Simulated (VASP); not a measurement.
Runs of VASP 6.6.1 on Si. The structure is that of space group P6_3/mmc (No. 194), or close to it. The cells are those of the table. This isn't the form of Si at room conditions, which is diamond.

| cell | gap on the mesh (eV) | pressure (GPa) |
| --- | --- | --- |
| a = 2.639, b = 2.639, c = 4.621 Å, angles 90.0, 90.0, 120.0°, 2 atoms | none | (a) |
| a = 2.679, b = 2.679, c = 4.485 Å, angles 90.0, 90.0, 120.0°, 2 atoms | none | (b) |
| a = 2.718, b = 2.718, c = 4.417 Å, angles 90.0, 90.0, 120.0°, 2 atoms | none | -2.6 |
| a = 2.600, b = 2.600, c = 4.690 Å, angles 90.0, 90.0, 120.0°, 2 atoms | none | 0.5 |
| a = 2.679, b = 2.679, c = 4.417 Å, angles 90.0, 90.0, 120.0°, 2 atoms | none | -0.2 |

Alike in all rows: task single point; level r2SCAN; potentials or basis VASP PAW PBE potentials, release 64 (Si); no spin polarisation; k mesh 24 × 24 × 14; cutoff (eV) 520; smearing gaussian 0.15 eV.

Question: Estimate the missing entries.

Answer: (a) -1.2; (b) -1.6.

Caveats: the PAW data sets were made with another functional, which shifts forces and pressure a little.

A gap of «none» marks levels without a gap at the run's occupations.
